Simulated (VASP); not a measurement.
A run of VASP 6.6.1 is set up as follows.

Contents of INCAR:

```
SYSTEM = Sn
ALGO = Normal
EDIFF = 1E-7
ENCUT = 520
GGA = PE
ISIF = 2
ISMEAR = -1
LASPH = .True.
LCHARG = .False.
LREAL = .False.
LWAVE = .False.
NBANDS = 21
NELM = 60
PREC = Accurate
SIGMA = 0.05
```

KPOINTS

```
k-points
0
Gamma
  8 8 8
  0 0 0
```

Contents of POSCAR:

```
Sn
1.0
   -2.9695418599      2.9695418599      1.5993019889
    2.9695418599     -2.9695418599      1.5993019889
    2.9107390507      2.9107390507     -1.5993019889
Sn
2
Direct
    0.0000000000      0.0000000000      0.0000000000
    0.7500000000      0.2500000000      0.5000000000
```

Potentials or basis: VASP PAW PBE potentials, release 64 (Sn_d).

Command:

```sh
$ cat potpaw_PBE.64/Sn_d/POTCAR > POTCAR
$ mpirun -np 1 vasp_std > vasp.out
```

Problem. Predict the band gap on the k mesh.

Solution. Zero (bands 14 and 15 overlap by 3.59 eV).

Problem. Estimate the pressure.

Solution. 1.4 GPa.

Stress tensor (GPa, compression positive):
```
0.99 0.47 0.00
0.47 0.99 0.00
0.00 0.00 2.25
```

Caveat: spin-orbit coupling is left out, which moves the levels of the heavy elements.
